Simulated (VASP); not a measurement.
# AlAs5 (P3m1) in VASP: single point with PBE

Aim: the single point of AlAs5 with PBE.

Everything below comes from runs of VASP 6.6.1. Logs are shortened: lines on timing, memory, paths and dates and some standing lists are left out, and cuts for length are marked.

### 1 The cell of the first run

The structure is trigonal, space group P3m1 (No. 156). Conventional cell: a = 3.861 Å, b = 3.861 Å, c = 11.189 Å, α = 90.00°, β = 90.00°, γ = 120.00°. Within 3.2 Å of Al (site symmetry 3m) lie 4 As at 2.39 to 2.61 Å. Within 3.4 Å of As (site symmetry 3m) lie 3 Al at 2.39 Å and 3 As at 3.32 Å. As (site symmetry 3m) has 3 As at 2.56 Å and 1 Al at 2.61 Å within 3.4 Å. Within 3.6 Å of As (site symmetry 3m) lie 6 As at 2.56 to 3.50 Å. As (site symmetry 3m) has 6 As at 2.58 to 3.32 Å within 3.4 Å. Within 3.6 Å of As (site symmetry 3m) lie 6 As at 2.58 to 3.50 Å.

### 2 Single point, PBE

Contents of INCAR:

```
SYSTEM = AlAs5
PREC = Accurate
ENCUT = 520
EDIFF = 1E-6
ISMEAR = 0
SIGMA = 0.1
LREAL = .False.
LASPH = .True.
NELM = 100
ALGO = Normal
ISIF = 2
LWAVE = .False.
LCHARG = .False.
GGA = PE
NBANDS = 23
```

Contents of KPOINTS:

```
Automatic mesh
0
Gamma
  12 12 4
  0 0 0
```

Contents of POSCAR:

```
AlAs5
1.0
    3.8610140486      0.0000000000      0.0000000000
   -1.9305070243      3.3437362505      0.0000000000
    0.0000000000      0.0000000000     11.1892776669
Al As
1 5
Direct
    0.0000000000      0.0000000000      0.9903664624
    0.3333333333      0.6666666667      0.0672573286
    0.0000000000      0.0000000000      0.7569478921
    0.3333333333      0.6666666667      0.6443005574
    0.6666666667      0.3333333333      0.2870276334
    0.0000000000      0.0000000000      0.4031001260
```

Potentials or basis: VASP PAW PBE potentials, release 64 (Al, As).

Command:

```
$ cat potpaw_PBE.64/Al/POTCAR potpaw_PBE.64/As/POTCAR > POTCAR
$ mpirun -np 1 vasp_std > vasp.out
```

OUTCAR:

```text
SYSTEM = AlAs5
   PREC = Accurate
   ENCUT = 520
   EDIFF = 1E-6
   ISMEAR = 0
   LREAL = .False.
   LASPH = .True.
   NELM = 100
   ISIF = 2
   GGA = PE

 ion  position               nearest neighbor table
   1  0.000  0.000  0.990-   2 2.39   2 2.39   2 2.39   3 2.61
   2  0.333  0.667  0.067-   1 2.39   1 2.39   1 2.39
   3  0.000  0.000  0.757-   4 2.56   4 2.56   4 2.56   1 2.61
   4  0.333  0.667  0.644-   3 2.56   3 2.56   3 2.56
   5  0.667  0.333  0.287-   6 2.58   6 2.58   6 2.58
   6  0.000  0.000  0.403-   5 2.58   5 2.58   5 2.58

  LATTYP: Found a hexagonal cell.
 ALAT       =     3.8610140486
 C/A-ratio  =     2.8980152691

  Lattice vectors:

 A1 = (   3.8610140486,   0.0000000000,   0.0000000000)
 A2 = (  -1.9305070243,   3.3437362505,   0.0000000000)
 A3 = (   0.0000000000,   0.0000000000,  11.1892776669)

Analysis of symmetry for initial positions (statically):
=====================================================================
 Subroutine PRICEL returns:
 Original cell was already a primitive cell.

 Routine SETGRP: Setting up the symmetry group for a
 hexagonal supercell.

 Subroutine GETGRP returns: Found  6 space group operations
 (whereof  6 operations were pure point group operations)
 out of a pool of 24 trial point group operations.

The static configuration has the point symmetry C_3v.

Analysis of symmetry for dynamics (positions and initial velocities):
=====================================================================
 Subroutine PRICEL returns:
 Original cell was already a primitive cell.

 Routine SETGRP: Setting up the symmetry group for a
 hexagonal supercell.

 Subroutine GETGRP returns: Found  6 space group operations
 (whereof  6 operations were pure point group operations)
 out of a pool of 24 trial point group operations.

The dynamic configuration has the point symmetry C_3v.

 Subroutine INISYM returns: Found  6 space group operations
 (whereof  6 operations are pure point group operations),
 and found     1 'primitive' translations

----------------------------------------------------------------------------------------

                                     Primitive cell

  volume of cell :     144.4560

  direct lattice vectors                    reciprocal lattice vectors
     3.861014049  0.000000000  0.000000000     0.258999317  0.149533325  0.000000000
    -1.930507024  3.343736251  0.000000000     0.000000000  0.299066650  0.000000000
     0.000000000  0.000000000 11.189277667     0.000000000  0.000000000  0.089371274

  length of vectors
     3.861014049  3.861014049 11.189277667     0.299066650  0.299066650  0.089371274

  position of ions in fractional coordinates (direct lattice)
     0.000000000  0.000000000  0.990366462
     0.333333333  0.666666667  0.067257329
     0.000000000  0.000000000  0.756947892
     0.333333333  0.666666667  0.644300557
     0.666666667  0.333333333  0.287027633
     0.000000000  0.000000000  0.403100126

  ion indices of the primitive-cell ions
   primitive index   ion index
                 1           1
                 2           2
                 3           3
                 4           4
                 5           5
                 6           6

----------------------------------------------------------------------------------------

 KPOINTS: Automatic mesh

Automatic generation of k-mesh.
 Grid dimensions read from file:
 generate k-points for:   12   12    4

 Generating k-lattice:

  Cartesian coordinates                     Fractional coordinates (reciprocal lattice)
     0.021583276  0.012461110  0.000000000     0.083333333  0.000000000  0.000000000
     0.000000000  0.024922221  0.000000000     0.000000000  0.083333333  0.000000000
     0.000000000  0.000000000  0.022342818     0.000000000  0.000000000  0.250000000

  Length of vectors
     0.024922221  0.024922221  0.022342818

  Shift w.r.t. Gamma in fractional coordinates (k-lattice)
     0.000000000  0.000000000  0.000000000

 Subroutine IBZKPT returns following result:
 ===========================================

 Found     69 irreducible k-points:

 Following reciprocal coordinates:
            Coordinates               Weight
  0.000000  0.000000  0.000000      1.000000
  0.083333  0.000000  0.000000      6.000000
  0.166667  0.000000  0.000000      6.000000
  0.250000  0.000000  0.000000      6.000000
  0.333333  0.000000  0.000000      6.000000
  0.416667  0.000000  0.000000      6.000000
[... 16 lines left out ...]
  0.166667  0.000000  0.250000      6.000000
  0.000000  0.166667  0.250000      6.000000
 [... further k-points ...]
   k-points           NKPTS =     69   k-points in BZ     NKDIM =     69   number of bands    NBANDS=     23
   number of dos      NEDOS =    301   number of ions     NIONS =      6
   total plane-waves  NPLWV =  75600
   dimension x,y,z NGX =    30 NGY =   30 NGZ =   84
   dimension x,y,z NGXF=    60 NGYF=   60 NGZF=  168
   ions per type =               1   5
   NGX,Y,Z   is equivalent  to a cutoff of  12.92, 12.92, 12.48 a.u.
   NGXF,Y,Z  is equivalent  to a cutoff of  25.83, 25.83, 24.96 a.u.
 SYSTEM =  AlAs5
   PREC   = accura    normal or accurate (medium, high low for compatibility)
   ISTART =      0    job   : 0-new  1-cont  2-samecut
   ICHARG =      2    charge: 1-file 2-atom 10-const
   ISPIN  =      1    spin polarized calculation?
   LNONCOLLINEAR =      F non collinear calculations
   LSORBIT =      F    spin-orbit coupling
   LASPH  =      T    aspherical Exc in radial PAW
   ENCUT  =  520.0 eV  38.22 Ry    6.18 a.u.   7.18  7.18 20.80*2*pi/ulx,y,z
   NELM   =    100;   NELMIN=  2; NELMDL= -5     # of ELM steps
   EDIFF  = 0.1E-05   stopping-criterion for ELM
   LREAL  =      F    real-space projection
   EDIFFG = 0.1E-04   stopping-criterion for IOM
   NSW    =      0    number of steps for IOM
   IBRION =     -1    ionic relax: 0-MD 1-quasi-New 2-CG
   NFREE  =      0    steps in history (QN), initial steepest desc. (CG)
   ISIF   =      2    stress and relaxation
   ISYM   =      2    0-nonsym 1-usesym 2-fastsym
   POTIM  = 0.5000    time-step for ionic-motion
   TEBEG  =    0.0;   TEEND  =   0.0 temperature during run
   PSTRESS=    0.0 pullay stress
   NELECT =      28.0000    total number of electrons
   NUPDOWN=      -1.0000    fix difference up-down
   EMIN   =  10.00;   EMAX   =-10.00  energy-range for DOS
   EFERMI =   0.00;   METHOD = LEGACY
   ISMEAR =     0;   SIGMA  =   0.10  broadening in eV -4-tet -1-fermi 0-gaus
   EFERMI_NEDOS =   21; number of points for ismear=-14 and -15
   IALGO  =     38    algorithm
   IMIX   =      4    mixing-type and parameters
     AMIX     =   0.40;   BMIX     =  1.00
     AMIX_MAG =   1.60;   BMIX_MAG =  1.00
  volume/ion in A,a.u.               =      24.08       162.47
  Fermi-wavevector in a.u.,A,eV,Ry     =   0.947434  1.790391 12.213017  0.897631
  Thomas-Fermi vector in A             =   2.075527
   LORBIT       =      0    0 simple, 1 ext, 2 COOP (PROOUT), +10 PAW based schemes
   GGA     = PE    functional components
   LHFCALC =     F    Hartree Fock is set to
   AEXX    =    0.0000 exact exchange contribution
   IVDW    =     0    specifies the selected vdW correction
   LEPSILON=     F    determine dielectric tensor
   LRPA    =     F    only Hartree local field effects (RPA)
 non-spin polarized calculation
 Gauss-broadening in eV      SIGMA  =   0.10
  energy-cutoff  :      520.00
  volume of cell :      144.46
 maximum number of plane-waves:      3924
 NGX is ok and might be reduce to    30
   NGX = 15   NGY = 15   NGZ = 41

 number of electron      27.9999999 magnetization

 Free energy of the ion-electron system (eV)
  ---------------------------------------------------
  ext. energy  EPLUGINS =         0.00000000
  ---------------------------------------------------
  free energy    TOTEN  =       -27.23556444 eV

  energy without entropy =      -27.22914593  energy(sigma->0) =      -27.23235519

 E-fermi :   4.1083     XC(G=0):  -9.2369

 val. band max:        4.1011659191   @ k =   0.4167   0.0000   0.0000
 cond. band min:       4.1159719691   @ k =   0.2500   0.0000   0.0000
 fundamental gap:      0.0148060500
 Fermi energy:         4.1082696118

 k-point     1 :       0.0000    0.0000    0.0000
  band No.  band energies     occupation
      1     -10.1671      2.00000
      2      -9.4072      2.00000
      3      -7.4606      2.00000
      4      -4.5688      2.00000
      5      -3.5548      2.00000
      6       0.6455      2.00000
[... 15 lines left out ...]
     22       8.9905      0.00000
     23       8.9905      0.00000

 k-point     2 :       0.0833    0.0000    0.0000
  band No.  band energies     occupation
      1     -10.0912      2.00000
      2      -9.3312      2.00000
      3      -7.3942      2.00000
      4      -4.5872      2.00000
      5      -3.5894      2.00000
      6       0.3645      2.00000
[... 15 lines left out ...]
     22       8.8819      0.00000
     23       9.2478      0.00000

 k-point     3 :       0.1667    0.0000    0.0000
  band No.  band energies     occupation
      1      -9.8660      2.00000
      2      -9.1057      2.00000
      3      -7.2010      2.00000
      4      -4.6827      2.00000
      5      -3.7418      2.00000
      6      -0.2440      2.00000
[... 15 lines left out ...]
     22       8.9165      0.00000
     23       9.7095      0.00000
[... 495 lines left out ...]
 k-point    23 :       0.1667    0.0000    0.2500
  band No.  band energies     occupation
      1      -9.8627      2.00000
      2      -9.1153      2.00000
      3      -7.1763      2.00000
      4      -4.7827      2.00000
      5      -3.6402      2.00000
      6      -0.2247      2.00000
[... 15 lines left out ...]
     22       8.8735      0.00000
     23       9.6748      0.00000

 k-point    24 :       0.0000    0.1667    0.2500
  band No.  band energies     occupation
      1      -9.8628      2.00000
      2      -9.1151      2.00000
      3      -7.1772      2.00000
      4      -4.7753      2.00000
      5      -3.6531      2.00000
      6      -0.1981      2.00000
[... 15 lines left out ...]
     22       9.0959      0.00000
     23       9.8151      0.00000

 [... further k-points ...]
[... 5 lines left out ...]
  --------------------------------------------------------------------------------------
  -------------------------------------------------------------------------------------
  Total        0.2094954      0.2094954      0.1195401     -0.0000000      0.0000000     -0.0000000
  in kB        2.3235375      2.3235375      1.3258330     -0.0000000      0.0000000     -0.0000000
  external PRESSURE =       1.9909693 kB  Pullay stress =       0.0000000 kB

 VOLUME and BASIS-vectors are now :
 -----------------------------------------------------------------------------
  energy-cutoff  :      520.00
  volume of cell :      144.46
      direct lattice vectors                 reciprocal lattice vectors
     3.861014049  0.000000000  0.000000000     0.258999317  0.149533325  0.000000000
    -1.930507024  3.343736251  0.000000000     0.000000000  0.299066650  0.000000000
     0.000000000  0.000000000 11.189277667     0.000000000  0.000000000  0.089371274

 POSITION                                       TOTAL-FORCE (eV/Angst)
 -----------------------------------------------------------------------------------
      0.00000      0.00000     11.08149         0.000000      0.000000     -0.022722
     -0.00000      2.22916      0.75256         0.000000     -0.000000      0.023052
      0.00000      0.00000      8.46970         0.000000     -0.000000      0.040588
     -0.00000      2.22916      7.20926        -0.000000      0.000000     -0.040652
      1.93051      1.11458      3.21163        -0.000000     -0.000000     -0.047315
      0.00000      0.00000      4.51040         0.000000      0.000000      0.047049
 -----------------------------------------------------------------------------------
    total drift:                                0.000000     -0.000000     -0.000273

  FREE ENERGIE OF THE ION-ELECTRON SYSTEM (eV)
  ---------------------------------------------------
  free  energy   TOTEN  =       -27.2355644428 eV

  energy  without entropy=      -27.2291459316  energy(sigma->0) =      -27.23235519
```

It took 6.7 min on 1 thread of AMD EPYC 7R43 (Zen 3), shared host; peak memory 0.33 GiB.

Results:

| Item | Value |
| --- | --- |
| Free energy | -27.2356 eV |
| Pressure | 0.2 GPa |
| Largest force | 0.047 eV/Å |
| Band gap on the k mesh | zero (bands 14 and 15 overlap by 0.50 eV) |

Forces in eV/Å, atoms in the order of the input:
```
Al   0.000  0.000 -0.023
As   0.000  0.000  0.023
As   0.000  0.000  0.041
As   0.000  0.000 -0.041
As   0.000  0.000 -0.047
As   0.000  0.000  0.047
```

Levels at points of the mesh, in eV from the Fermi level:
| k point | band 12 | band 13 | band 14 | band 15 | band 16 | band 17 |
| --- | --- | --- | --- | --- | --- | --- |
| (0.00, 0.00, 0.00) | -0.67 | -0.29 | -0.29 | 0.94 | 1.34 | 1.36 |
| (0.50, 0.00, 0.00) | -2.57 | -1.56 | -0.77 | 0.15 | 0.53 | 2.13 |
| (0.00, 0.00, 0.50) | -1.07 | -0.30 | -0.30 | 1.16 | 1.21 | 1.39 |
| (0.50, 0.00, 0.50) | -2.09 | -1.52 | -1.34 | -0.31 | 1.39 | 2.09 |

Caveat: semilocal functionals underestimate gaps, and a narrow one can read as zero.
